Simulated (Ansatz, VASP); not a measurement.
## CuI in VASP and in Ansatz

```
Cu I
1.0
     4.05511    0.00000    0.00000
     0.00000    3.94035    0.00000
     0.00000    0.00000    6.34568
Cu I
2 2
Direct
  0.50000 0.50000 0.99463
  0.00000 0.00000 0.00537
  0.50000 0.00000 0.27052
  0.00000 0.50000 0.72948
```

Change from the starting cell: uniaxial_y strain -2.8%.

Alike in both runs: task single point; functional PBE; k mesh 6 × 6 × 4; occupations fermi-dirac, width 0.02 eV; no spin polarisation.

|  | VASP | Ansatz |
| --- | --- | --- |
| version | VASP 6.6.1 | Ansatz 0.2.0 |
| potentials or method | VASP PAW PBE potentials, release 64 (Cu, I) | plane waves, PAW |
| plane-wave cutoff (eV) | 520 | 420 |
| valence electrons in the cell | 36 | 72 |

VASP gave:

```
gap on the k mesh at the Fermi level (eV)                     : 1.54
pressure (GPa)                                                : 3.1
traceless stress, the component that is largest in VASP (GPa) : 0.92
rms of the force components (eV/Å)                            : 0.070
```

Q: Which values does Ansatz return?

A: gap on the k mesh at the Fermi level (eV): 1.53; pressure (GPa): 3.0; traceless stress, the component that is largest in VASP (GPa): 0.92; rms of the force components (eV/Å): 0.066.

Atom by atom the forces differ by 0.004 eV/Å (rms over components). VASP's potentials hold 36 valence electrons a cell and Ansatz's 72, so a difference there can come from the potentials and not from the codes.

Neither program's run includes spin-orbit coupling.
